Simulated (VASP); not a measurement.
Si, 2 atoms in the cell. The structure is hexagonal, space group P6_3/mmc (No. 194). Conventional cell: a = 2.360 Å, b = 2.360 Å, c = 4.009 Å, α = 90.00°, β = 90.00°, γ = 120.00°. Within 3.1 Å of Si (site symmetry -6m2) lie 12 Si at 2.36 to 2.42 Å. 

* Program: VASP 6.6.1
* Task: single point
* Functional: LDA
* Potentials or basis: VASP PAW LDA potentials, release 64 (Si)
* Cutoff: 520 eV
* k mesh: 11 × 11 × 6
* Occupations: fermi-dirac, width 0.1 eV
* Spin: no spin polarisation
* Dipole correction: no
* Further INCAR settings: ALGO = Normal; EDIFF = 1e-07; NBANDS = 11

Potentials or basis: VASP PAW LDA potentials, release 64 (Si).

The run is started by

```console
$ cat potpaw_LDA.64/Si/POTCAR > POTCAR
$ mpirun -np 1 vasp_std > vasp.out
```

Hardware: 1 thread of Intel Xeon 8259CL (shared host).

Problem. Estimate the wall time of this run.

Solution. Run time: 12 s on 1 thread of Intel Xeon 8259CL, on a shared host, peak memory 0.12 GiB. Counts: scf iterations 11, k points 64.
